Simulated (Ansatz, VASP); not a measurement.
# One calculation of Hf, two programs

```
CELL_PARAMETERS angstrom
0.00000 2.24410 2.24410
2.24410 0.00000 2.24410
2.24410 2.24410 0.00000
ATOMIC_POSITIONS crystal
Hf 0.00000 0.00000 0.00000
```

Alike in both runs: functional PBE; k mesh 7 × 7 × 7; no spin polarisation.

Ansatz relaxed the structure, and its values are those at the end. VASP's run is a single point on that final structure, the one shown.

|  | VASP | Ansatz |
| --- | --- | --- |
| version | VASP 6.6.1 | Ansatz 0.2.0 |
| potentials or method | VASP PAW PBE potentials, release 64 (Hf_pv), cutoff 500 eV | PAW plane waves |
| occupations | fermi-dirac, width 0.1 eV | fermi-dirac |
| valence electrons in the cell | 10 | 26 |

```csv
,VASP,Ansatz,Ansatz less VASP
gap on the k mesh at the Fermi level (eV),none,none,-
pressure (GPa),-0.4,0.0,+0.43
```

A gap of «none» marks a metal or a gap that the smearing closes. VASP's potentials hold 10 valence electrons a cell and Ansatz's 26, so a difference there can come from the potentials and not from the codes.

Spin-orbit coupling is off throughout.
